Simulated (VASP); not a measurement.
# Au in VASP: a series of runs, part 2 of 2

VASP 6.6.1. The steps go on from the part before.

## (3) Single point, PBE

INCAR reads:

```
SYSTEM = Au
ALGO = Normal ; EDIFF = 1E-6
ENCUT = 520 ; GGA = PE
ISIF = 2 ; ISMEAR = -1
LASPH = .TRUE. ; LCHARG = .FALSE.
LREAL = Auto ; LWAVE = .FALSE.
NBANDS = 102 ; NELM = 80
PREC = Accurate ; SIGMA = 0.15
```

KPOINTS reads:

```
k-points
0
G
  2 2 1
  0 0 0
```

POSCAR reads:

```
Au
1.0
    8.1600000000      0.0000000000      0.0000000000
    0.0000000000      5.7699910000      0.0000000000
    0.0000000000      0.0000000000     15.3274940000
Au
16
Direct
    0.2500000000      0.2500003899      0.0652422373
    0.7500000000      0.2500003899      0.0652422373
    0.2500000000      0.7500011698      0.0652422373
    0.7500000000      0.7500011698      0.0652422373
   -0.0212377451      0.0138648397      0.1797162667
    0.5139583333     -0.0119410931      0.1543761818
   -0.0248774510      0.5009366566      0.1610700353
    0.5705147059      0.4921844765      0.1752145524
    0.2512254902      0.1772273128      0.2464003574
    0.8064583333      0.2998098264      0.3728332890
    0.3042892157      0.6696544241      0.2577198856
    0.8525980392      0.8138660875      0.3445246822
    0.1775980392     -0.0966899255      0.4088731008
    0.5255759804     -0.0568111805      0.3586822477
    0.1384436275      0.4131375595      0.3946829142
    0.4715196078      0.3964824209      0.3947024869
```

Potentials or basis: VASP PAW PBE potentials, release 64 (Au).

On the command line:

```sh
> cat potpaw_PBE.64/Au/POTCAR > POTCAR
> mpirun -np 1 vasp_std > vasp.out
```

OUTCAR:

```text
SYSTEM = Au
   EDIFF = 1E-6
   ENCUT = 520
   GGA = PE
   ISIF = 2
   ISMEAR = -1
   LASPH = .TRUE.
   LREAL = Auto
   NELM = 80
   PREC = Accurate

 ion  position               nearest neighbor table
   1  0.250  0.250  0.065-   9 2.81   3 2.88   3 2.89   6 2.96   7 3.05   5 3.14   8 3.41
   2  0.750  0.250  0.065-   8 2.63   7 2.76   6 2.80   4 2.88   4 2.89   5 2.90
   3  0.250  0.750  0.065-   1 2.88   1 2.89   6 2.90  11 3.02   7 3.04   5 3.21   8 3.45
   4  0.750  0.750  0.065-   8 2.68   6 2.73   7 2.76   2 2.88   2 2.89   5 2.98
   5  0.979  0.014  0.180-   9 2.62   7 2.83   2 2.90  12 2.96   7 2.97   4 2.98   1 3.14   3 3.21
                            11 3.53
   6  0.514  0.988  0.154-   4 2.73   9 2.79   2 2.80   3 2.90   8 2.92   8 2.96   1 2.96  11 2.97
                            14 3.14
   7  0.975  0.501  0.161-   4 2.76   2 2.76   5 2.83   5 2.97   3 3.04   1 3.05   9 3.21  11 3.22
                             8 3.31  12 3.49
   8  0.571  0.492  0.175-   2 2.63   4 2.68  11 2.71   6 2.92   6 2.96   7 3.31   9 3.36   1 3.41
                             3 3.45  16 3.50
   9  0.251  0.177  0.246-   5 2.62   6 2.79  15 2.80   1 2.81  11 2.88  11 2.97  13 3.01  14 3.13
                            16 3.16   7 3.21   8 3.36
  10  0.806  0.300  0.373-  15 2.81  16 2.81  12 2.86  12 3.02  14 3.09
  11  0.304  0.670  0.258-   8 2.71  14 2.85  13 2.87   9 2.88  15 2.90  16 2.96   9 2.97   6 2.97
                             3 3.02   7 3.22   5 3.53
  12  0.853  0.814  0.345-  14 2.78  10 2.86  13 2.88   5 2.96  10 3.02  15 3.37   7 3.49
  13  0.178  0.903  0.409-  15 2.85  11 2.87  12 2.88  14 2.95  15 2.97   9 3.01
  14  0.526  0.943  0.359-  16 2.71  12 2.78  11 2.85  13 2.95  10 3.09   9 3.13   6 3.14  16 3.23

  15  0.138  0.413  0.395-  16 2.72   9 2.80  10 2.81  13 2.85  11 2.90  13 2.97  12 3.37
  16  0.472  0.396  0.395-  14 2.71  15 2.72  10 2.81  11 2.96   9 3.16  14 3.23   8 3.50

  LATTYP: Found a simple orthorhombic cell.
 ALAT       =     5.7699910000
 B/A-ratio  =     1.4142136444
 C/A-ratio  =     2.6564155819

  Lattice vectors:

 A1 = (   0.0000000000,  -5.7699910000,   0.0000000000)
 A2 = (   8.1600000000,   0.0000000000,   0.0000000000)
 A3 = (   0.0000000000,   0.0000000000,  15.3274940000)

Analysis of symmetry for initial positions (statically):
=====================================================================
 Subroutine PRICEL returns:
 Original cell was already a primitive cell.

 Routine SETGRP: Setting up the symmetry group for a
 simple orthorhombic supercell.

 Subroutine GETGRP returns: Found  1 space group operations
 (whereof  1 operations were pure point group operations)
 out of a pool of  8 trial point group operations.

The static configuration has the point symmetry C_1 .

Analysis of symmetry for dynamics (positions and initial velocities):
=====================================================================
 Subroutine PRICEL returns:
 Original cell was already a primitive cell.

 Routine SETGRP: Setting up the symmetry group for a
 simple orthorhombic supercell.

 Subroutine GETGRP returns: Found  1 space group operations
 (whereof  1 operations were pure point group operations)
 out of a pool of  8 trial point group operations.

The dynamic configuration has the point symmetry C_1 .

 Subroutine INISYM returns: Found  1 space group operations
 (whereof  1 operations are pure point group operations),
 and found     1 'primitive' translations

[... 84 lines left out ...]
   number of dos      NEDOS =    301   number of ions     NIONS =     16
   total plane-waves  NPLWV = 368640
   dimension x,y,z NGX =    64 NGY =   48 NGZ =  120
   dimension x,y,z NGXF=   128 NGYF=   96 NGZF=  240
   ions per type =              16
   NGX,Y,Z   is equivalent  to a cutoff of  13.04, 13.83, 13.02 a.u.
   NGXF,Y,Z  is equivalent  to a cutoff of  26.08, 27.66, 26.03 a.u.
 SYSTEM =  Au
   PREC   = accura    normal or accurate (medium, high low for compatibility)
   ISTART =      0    job   : 0-new  1-cont  2-samecut
   ICHARG =      2    charge: 1-file 2-atom 10-const
   ISPIN  =      1    spin polarized calculation?
   LNONCOLLINEAR =      F non collinear calculations
   LSORBIT =      F    spin-orbit coupling
   LASPH  =      T    aspherical Exc in radial PAW
   ENCUT  =  520.0 eV  38.22 Ry    6.18 a.u.  15.17 10.73 28.50*2*pi/ulx,y,z
   NELM   =     80;   NELMIN=  2; NELMDL= -5     # of ELM steps
   EDIFF  = 0.1E-05   stopping-criterion for ELM
   LREAL  =      T    real-space projection
   EDIFFG = 0.1E-04   stopping-criterion for IOM
   NSW    =      0    number of steps for IOM
   IBRION =     -1    ionic relax: 0-MD 1-quasi-New 2-CG
   NFREE  =      0    steps in history (QN), initial steepest desc. (CG)
   ISIF   =      2    stress and relaxation
   ISYM   =      2    0-nonsym 1-usesym 2-fastsym
   POTIM  = 0.5000    time-step for ionic-motion
   TEBEG  =    0.0;   TEEND  =   0.0 temperature during run
   PSTRESS=    0.0 pullay stress
   NELECT =     176.0000    total number of electrons
   NUPDOWN=      -1.0000    fix difference up-down
   EMIN   =  10.00;   EMAX   =-10.00  energy-range for DOS
   EFERMI =   0.00;   METHOD = LEGACY
   ISMEAR =    -1;   SIGMA  =   0.15  broadening in eV -4-tet -1-fermi 0-gaus
   EFERMI_NEDOS =   21; number of points for ismear=-14 and -15
   IALGO  =     38    algorithm
   IMIX   =      4    mixing-type and parameters
     AMIX     =   0.40;   BMIX     =  1.00
     AMIX_MAG =   1.60;   BMIX_MAG =  1.00
  volume/ion in A,a.u.               =      45.10       304.38
  Fermi-wavevector in a.u.,A,eV,Ry     =   1.022822  1.932854 14.233948  1.046166
  Thomas-Fermi vector in A             =   2.156523
   LORBIT       =      0    0 simple, 1 ext, 2 COOP (PROOUT), +10 PAW based schemes
   GGA     = PE    functional components
   LHFCALC =     F    Hartree Fock is set to
   AEXX    =    0.0000 exact exchange contribution
   IVDW    =     0    specifies the selected vdW correction
   LEPSILON=     F    determine dielectric tensor
   LRPA    =     F    only Hartree local field effects (RPA)
 non-spin polarized calculation
  energy-cutoff  :      520.00
  volume of cell :      721.67
 maximum number of plane-waves:     19488
 NGX is ok and might be reduce to    64
   NGX = 31   NGY = 21   NGZ = 57

 number of electron     176.0000005 magnetization

 Free energy of the ion-electron system (eV)
  ---------------------------------------------------
  ext. energy  EPLUGINS =         0.00000000
  ---------------------------------------------------
  free energy    TOTEN  =       -44.60038527 eV

  energy without entropy =      -44.27920716  energy(sigma->0) =      -44.43979622

 E-fermi :   0.3575     XC(G=0):  -6.2624

 val. band max:        0.0887801518   @ k =   0.0000   0.5000   0.0000
 cond. band min:       0.4715775776   @ k =   0.0000   0.5000   0.0000
 fundamental gap:      0.3827974258
 Fermi energy:         0.3574663360

 k-point     1 :       0.0000    0.0000    0.0000
  band No.  band energies     occupation
      1      -7.3997      2.00000
      2      -6.2206      2.00000
      3      -5.8406      2.00000
      4      -5.7521      2.00000
      5      -5.6479      2.00000
      6      -5.4766      2.00000
[... 401 lines left out ...]
     99       4.2097      0.00000
    100       4.2697      0.00000
 [bands above 100 left out]

------------------------ aborting loop because EDIFF is reached ----------------------------------------

  FORCE on cell =-STRESS in cart. coord.  units (eV):
  Direction    XX          YY          ZZ          XY          YZ          ZX
  --------------------------------------------------------------------------------------
  -------------------------------------------------------------------------------------
  Total       -6.7643749    -27.2660222     -4.3429402     -0.4949081      1.3974306     -1.0377482
  in kB      -15.0176438    -60.5335183     -9.6417971     -1.0987495      3.1024470     -2.3039132
  external PRESSURE =     -28.3976531 kB  Pullay stress =       0.0000000 kB

 VOLUME and BASIS-vectors are now :
 -----------------------------------------------------------------------------
  energy-cutoff  :      520.00
  volume of cell :      721.67
      direct lattice vectors                 reciprocal lattice vectors
     8.160000000  0.000000000  0.000000000     0.122549020  0.000000000  0.000000000
     0.000000000  5.769991000  0.000000000     0.000000000  0.173310496  0.000000000
     0.000000000  0.000000000 15.327494000     0.000000000  0.000000000  0.065242237

 POSITION                                       TOTAL-FORCE (eV/Angst)
 -----------------------------------------------------------------------------------
      2.04000      1.44250      1.00000        -0.097510      0.133050      0.265029
      6.12000      1.44250      1.00000         0.378385     -0.632673     -0.422413
      2.04000      4.32750      1.00000        -0.190546     -0.139882      0.577846
      6.12000      4.32750      1.00000         0.507706      0.526821     -0.299401
      7.98670      0.08000      2.75460        -0.658737     -0.690996     -0.464143
      4.19390      5.70109      2.36620        -0.225169      0.051851      0.041361
[... 8 lines left out ...]
      1.12970      2.38380      6.04950        -0.499227      0.019621      0.046143
      3.84760      2.28770      6.04980         0.484833      0.331469     -0.535138
 -----------------------------------------------------------------------------------
    total drift:                               -0.001583      0.001833      0.002491

  FREE ENERGIE OF THE ION-ELECTRON SYSTEM (eV)
  ---------------------------------------------------
  free  energy   TOTEN  =       -44.6003852717 eV

  energy  without entropy=      -44.2792071606  energy(sigma->0) =      -44.43979622
```

Wall time 10 min (1 thread of Intel Xeon 6975P-C, shared host); peak memory 0.78 GiB.

Results:

* Free energy: -44.6004 eV
* Largest force: 1.077 eV/Å
* Band gap on the k mesh: zero (band 88 reaches 0.89 eV, above the bottom of band 89 at -0.10 eV)

Forces in eV/Å, atoms in the order of the input:
```
Au  -0.098  0.133  0.265
Au   0.378 -0.633 -0.422
Au  -0.191 -0.140  0.578
Au   0.508  0.527 -0.299
Au  -0.659 -0.691 -0.464
Au  -0.225  0.052  0.041
Au   0.804  0.289  0.299
Au  -0.847 -0.111  0.656
Au   0.696  0.280  0.681
Au  -0.121  0.184 -0.316
Au  -0.291  0.132 -0.024
Au  -0.012 -0.212  0.148
Au  -0.040  0.154 -0.582
Au   0.111 -0.314 -0.072
Au  -0.499  0.020  0.046
Au   0.485  0.331 -0.535
```

Levels at points of the mesh, in eV from the Fermi level:
| k point | band 83 | band 84 | band 85 | band 86 | band 87 | band 88 | band 89 | band 90 | band 91 | band 92 |
| --- | --- | --- | --- | --- | --- | --- | --- | --- | --- | --- |
| (0.00, 0.00, 0.00) | -1.65 | -1.48 | -1.33 | -1.02 | -0.99 | 0.28 | 0.37 | 0.90 | 1.04 | 1.35 |
| (0.50, 0.00, 0.00) | -1.69 | -1.31 | -0.65 | -0.55 | 0.43 | 0.53 | 0.74 | 0.76 | 0.87 | 0.99 |
| (0.00, 0.50, 0.00) | -1.82 | -1.73 | -1.35 | -1.15 | -1.02 | -0.89 | -0.45 | -0.27 | 0.11 | 0.14 |
| (0.50, 0.50, 0.00) | -1.79 | -1.67 | -1.62 | -1.58 | -1.52 | -1.37 | 0.37 | 0.46 | 0.74 | 0.93 |

Caveat: the k points lie up to 0.54 Å⁻¹ apart; spin-orbit coupling is left out, which moves the levels of the heavy elements.
